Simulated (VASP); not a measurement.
# HfN in VASP: a series of runs

HfN is run at these levels: PBE; tasks: single point.

Program: VASP 6.6.1. These are calculated values, not measurements. Logs are shortened: lines on timing, memory, paths and dates and some standing lists are left out, and cuts for length are marked.

**1. The cell of the first run**

It takes space group Fm-3m (No. 225, cubic). The conventional cell has a = 4.420 Å, b = 4.420 Å, c = 4.420 Å, α = 90.00°, β = 90.00°, γ = 90.00°. Within 2.9 Å of Hf (site symmetry m-3m) lie 6 N at 2.21 Å. Within 2.9 Å of N (site symmetry m-3m) lie 6 Hf at 2.21 Å.

**2. Single point, PBE**

INCAR

```
PREC = Accurate
ENCUT = 520
EDIFF = 1E-6
ISMEAR = 0
SIGMA = 0.02
LREAL = F
LASPH = T
NELM = 60
ALGO = Normal
ISIF = 2
LWAVE = F
LCHARG = F
GGA = PE
NBANDS = 14
```

KPOINTS

```
regular mesh
0
Gamma
  16 16 16
```

POSCAR

```
HfN
1.0
    0.0000000000      2.2099462613      2.2099462613
    2.2099462613      0.0000000000      2.2099462613
    2.2099462613      2.2099462613      0.0000000000
Hf N
1 1
Direct
    0.0000000000      0.0000000000      0.0000000000
    0.5000000000      0.5000000000      0.5000000000
```

Potentials or basis: VASP PAW PBE potentials, release 64 (Hf_pv, N).

Started as:

```sh
$ cat potpaw_PBE.64/Hf_pv/POTCAR potpaw_PBE.64/N/POTCAR > POTCAR
$ mpirun -np 1 vasp_std > vasp.out
```

OUTCAR:

```text
PREC = Accurate
   ENCUT = 520
   EDIFF = 1E-6
   ISMEAR = 0
   LREAL = F
   LASPH = T
   NELM = 60
   ISIF = 2
   GGA = PE

 ion  position               nearest neighbor table
   1  0.000  0.000  0.000-   2 2.21   2 2.21   2 2.21   2 2.21   2 2.21   2 2.21
   2  0.500  0.500  0.500-   1 2.21   1 2.21   1 2.21   1 2.21   1 2.21   1 2.21

  LATTYP: Found a face centered cubic cell.
 ALAT       =     4.4198925226

  Lattice vectors:

 A1 = (   0.0000000000,   2.2099462613,   2.2099462613)
 A2 = (   2.2099462613,   0.0000000000,   2.2099462613)
 A3 = (   2.2099462613,   2.2099462613,   0.0000000000)

Analysis of symmetry for initial positions (statically):
=====================================================================
 Subroutine PRICEL returns:
 Original cell was already a primitive cell.

 Routine SETGRP: Setting up the symmetry group for a
 face centered cubic supercell.

 Subroutine GETGRP returns: Found 48 space group operations
 (whereof 48 operations were pure point group operations)
 out of a pool of 48 trial point group operations.

The static configuration has the point symmetry O_h .

Analysis of symmetry for dynamics (positions and initial velocities):
=====================================================================
 Subroutine PRICEL returns:
 Original cell was already a primitive cell.

 Routine SETGRP: Setting up the symmetry group for a
 face centered cubic supercell.

 Subroutine GETGRP returns: Found 48 space group operations
 (whereof 48 operations were pure point group operations)
 out of a pool of 48 trial point group operations.

The dynamic configuration has the point symmetry O_h .

 Subroutine INISYM returns: Found 48 space group operations
 (whereof 48 operations are pure point group operations),
 and found     1 'primitive' translations

----------------------------------------------------------------------------------------

                                     Primitive cell

  volume of cell :      21.5861

  direct lattice vectors                    reciprocal lattice vectors
     0.000000000  2.209946261  2.209946261    -0.226249845  0.226249845  0.226249845
     2.209946261  0.000000000  2.209946261     0.226249845 -0.226249845  0.226249845
     2.209946261  2.209946261  0.000000000     0.226249845  0.226249845 -0.226249845

  length of vectors
     3.125335975  3.125335975  3.125335975     0.391876227  0.391876227  0.391876227

  position of ions in fractional coordinates (direct lattice)
     0.000000000  0.000000000  0.000000000
     0.500000000  0.500000000  0.500000000

  ion indices of the primitive-cell ions
   primitive index   ion index
                 1           1
                 2           2

----------------------------------------------------------------------------------------

 KPOINTS: regular mesh

Automatic generation of k-mesh.
 Grid dimensions read from file:
 generate k-points for:   16   16   16

 Generating k-lattice:

  Cartesian coordinates                     Fractional coordinates (reciprocal lattice)
    -0.014140615  0.014140615  0.014140615     0.062500000  0.000000000  0.000000000
     0.014140615 -0.014140615  0.014140615     0.000000000  0.062500000  0.000000000
     0.014140615  0.014140615 -0.014140615     0.000000000  0.000000000  0.062500000

  Length of vectors
     0.024492264  0.024492264  0.024492264

  Shift w.r.t. Gamma in fractional coordinates (k-lattice)
     0.000000000  0.000000000  0.000000000

 Subroutine IBZKPT returns following result:
 ===========================================

 Found    145 irreducible k-points:

 Following reciprocal coordinates:
            Coordinates               Weight
  0.000000  0.000000  0.000000      1.000000
  0.062500  0.000000  0.000000      8.000000
  0.125000  0.000000  0.000000      8.000000
  0.187500  0.000000  0.000000      8.000000
  0.250000  0.000000  0.000000      8.000000
  0.312500  0.000000  0.000000      8.000000
[... 16 lines left out ...]
 -0.125000  0.062500  0.000000     24.000000
 -0.062500  0.062500  0.000000     12.000000
 [... further k-points ...]
   k-points           NKPTS =    145   k-points in BZ     NKDIM =    145   number of bands    NBANDS=     14
   number of dos      NEDOS =    301   number of ions     NIONS =      2
   total plane-waves  NPLWV =  13824
   dimension x,y,z NGX =    24 NGY =   24 NGZ =   24
   dimension x,y,z NGXF=    48 NGYF=   48 NGZF=   48
   ions per type =               1   1
   NGX,Y,Z   is equivalent  to a cutoff of  12.77, 12.77, 12.77 a.u.
   NGXF,Y,Z  is equivalent  to a cutoff of  25.53, 25.53, 25.53 a.u.
 SYSTEM =  unknown system
   PREC   = accura    normal or accurate (medium, high low for compatibility)
   ISTART =      0    job   : 0-new  1-cont  2-samecut
   ICHARG =      2    charge: 1-file 2-atom 10-const
   ISPIN  =      1    spin polarized calculation?
   LNONCOLLINEAR =      F non collinear calculations
   LSORBIT =      F    spin-orbit coupling
   LASPH  =      T    aspherical Exc in radial PAW
   ENCUT  =  520.0 eV  38.22 Ry    6.18 a.u.   5.81  5.81  5.81*2*pi/ulx,y,z
   NELM   =     60;   NELMIN=  2; NELMDL= -5     # of ELM steps
   EDIFF  = 0.1E-05   stopping-criterion for ELM
   LREAL  =      F    real-space projection
   EDIFFG = 0.1E-04   stopping-criterion for IOM
   NSW    =      0    number of steps for IOM
   IBRION =     -1    ionic relax: 0-MD 1-quasi-New 2-CG
   NFREE  =      0    steps in history (QN), initial steepest desc. (CG)
   ISIF   =      2    stress and relaxation
   ISYM   =      2    0-nonsym 1-usesym 2-fastsym
   POTIM  = 0.5000    time-step for ionic-motion
   TEBEG  =    0.0;   TEEND  =   0.0 temperature during run
   PSTRESS=    0.0 pullay stress
   NELECT =      15.0000    total number of electrons
   NUPDOWN=      -1.0000    fix difference up-down
   EMIN   =  10.00;   EMAX   =-10.00  energy-range for DOS
   EFERMI =   0.00;   METHOD = LEGACY
   ISMEAR =     0;   SIGMA  =   0.02  broadening in eV -4-tet -1-fermi 0-gaus
   EFERMI_NEDOS =   21; number of points for ismear=-14 and -15
   IALGO  =     38    algorithm
   IMIX   =      4    mixing-type and parameters
     AMIX     =   0.40;   BMIX     =  1.00
     AMIX_MAG =   1.60;   BMIX_MAG =  1.00
  volume/ion in A,a.u.               =      10.79        72.84
  Fermi-wavevector in a.u.,A,eV,Ry     =   1.450041  2.740180 28.607857  2.102618
  Thomas-Fermi vector in A             =   2.567698
   LORBIT       =      0    0 simple, 1 ext, 2 COOP (PROOUT), +10 PAW based schemes
   GGA     = PE    functional components
   LHFCALC =     F    Hartree Fock is set to
   AEXX    =    0.0000 exact exchange contribution
   IVDW    =     0    specifies the selected vdW correction
   LEPSILON=     F    determine dielectric tensor
   LRPA    =     F    only Hartree local field effects (RPA)
 non-spin polarized calculation
 Gauss-broadening in eV      SIGMA  =   0.02
  energy-cutoff  :      520.00
  volume of cell :       21.59
 maximum number of plane-waves:       604
   NGX = 11   NGY = 11   NGZ = 11

 number of electron      15.0000002 magnetization

 Free energy of the ion-electron system (eV)
  ---------------------------------------------------
  ext. energy  EPLUGINS =         0.00000000
  ---------------------------------------------------
  free energy    TOTEN  =       -21.63418332 eV

  energy without entropy =      -21.63393583  energy(sigma->0) =      -21.63405958

 E-fermi :   8.9744     XC(G=0): -13.0825

 val. band max:        8.9690132796   @ k =  -0.4375   0.3125   0.1250
 cond. band min:       8.9859824258   @ k =  -0.1250   0.0625   0.0000
 fundamental gap:      0.0169691462
 Fermi energy:         8.9743550036

 k-point     1 :       0.0000    0.0000    0.0000
  band No.  band energies     occupation
      1     -21.9070      2.00000
      2     -21.9070      2.00000
      3     -21.9070      2.00000
      4      -8.9167      2.00000
      5       5.8811      2.00000
      6       5.8811      2.00000
      7       5.8811      2.00000
      8       8.5962      2.00000
      9       8.5962      2.00000
     10       8.5962      2.00000
     11      11.1151      0.00000
     12      11.1151      0.00000
     13      11.4367      0.00000
     14      18.7091      0.00000

 k-point     2 :       0.0625    0.0000    0.0000
  band No.  band energies     occupation
      1     -21.9597      2.00000
      2     -21.9111      2.00000
      3     -21.9111      2.00000
      4      -8.8118      2.00000
      5       5.4636      2.00000
      6       5.6219      2.00000
      7       5.6219      2.00000
      8       8.7229      2.00000
      9       8.7428      2.00000
     10       8.7428      2.00000
     11      11.4503      0.00000
     12      11.4503      0.00000
     13      11.7214      0.00000
     14      19.0435      0.00000

 k-point     3 :       0.1250    0.0000    0.0000
  band No.  band energies     occupation
      1     -22.1062      2.00000
      2     -21.9227      2.00000
      3     -21.9227      2.00000
      4      -8.5112      2.00000
      5       4.5208      2.00000
      6       5.0258      2.00000
      7       5.0258      2.00000
      8       8.9483      1.93412
      9       9.1269      0.00000
     10       9.1269      0.00000
     11      12.3191      0.00000
     12      12.3191      0.00000
     13      12.4542      0.00000
     14      19.9750      0.00000
[... 324 lines left out ...]
 k-point    23 :      -0.1250    0.0625    0.0000
  band No.  band energies     occupation
      1     -22.1907      2.00000
      2     -21.9664      2.00000
      3     -21.9155      2.00000
      4      -8.2986      2.00000
      5       3.8893      2.00000
      6       4.5128      2.00000
      7       5.0069      2.00000
      8       8.9860      0.41097
      9       9.0964      0.00000
     10       9.8960      0.00000
     11      11.8583      0.00000
     12      13.2955      0.00000
     13      13.3665      0.00000
     14      20.6310      0.00000

 k-point    24 :      -0.0625    0.0625    0.0000
  band No.  band energies     occupation
      1     -22.0324      2.00000
      2     -21.9375      2.00000
      3     -21.9088      2.00000
      4      -8.6439      2.00000
      5       4.8236      2.00000
      6       5.1512      2.00000
      7       5.5022      2.00000
      8       8.7766      2.00000
      9       8.7834      2.00000
     10       9.2718      0.00000
     11      11.3746      0.00000
     12      12.2503      0.00000
     13      12.3436      0.00000
     14      19.5735      0.00000

 [... further k-points ...]
[... 5 lines left out ...]
  --------------------------------------------------------------------------------------
  -------------------------------------------------------------------------------------
  Total        3.3004442      3.3004442      3.3004442      0.0000000      0.0000000      0.0000000
  in kB      244.9671467    244.9671467    244.9671467      0.0000000      0.0000000      0.0000000
  external PRESSURE =     244.9671467 kB  Pullay stress =       0.0000000 kB

 VOLUME and BASIS-vectors are now :
 -----------------------------------------------------------------------------
  energy-cutoff  :      520.00
  volume of cell :       21.59
      direct lattice vectors                 reciprocal lattice vectors
     0.000000000  2.209946261  2.209946261    -0.226249845  0.226249845  0.226249845
     2.209946261  0.000000000  2.209946261     0.226249845 -0.226249845  0.226249845
     2.209946261  2.209946261  0.000000000     0.226249845  0.226249845 -0.226249845

 POSITION                                       TOTAL-FORCE (eV/Angst)
 -----------------------------------------------------------------------------------
      0.00000      0.00000      0.00000         0.000000      0.000000      0.000000
      2.20995      2.20995      2.20995        -0.000000     -0.000000     -0.000000
 -----------------------------------------------------------------------------------
    total drift:                                0.000000     -0.000000     -0.000000

  FREE ENERGIE OF THE ION-ELECTRON SYSTEM (eV)
  ---------------------------------------------------
  free  energy   TOTEN  =       -21.6341833226 eV

  energy  without entropy=      -21.6339358326  energy(sigma->0) =      -21.63405958
```

It took 30 s on 1 thread of AMD EPYC 7R43 (Zen 3), shared host; peak memory 0.14 GiB.

Results:

- Free energy: -21.6342 eV
- Pressure: 24.5 GPa
- Band gap on the k mesh: zero (an odd number of electrons rules out a gap without spin polarisation)

Caveat: the cell stands under pressure; spin-orbit coupling is left out, which moves the levels of the heavy elements.

(Continued in part 2 of 3.)
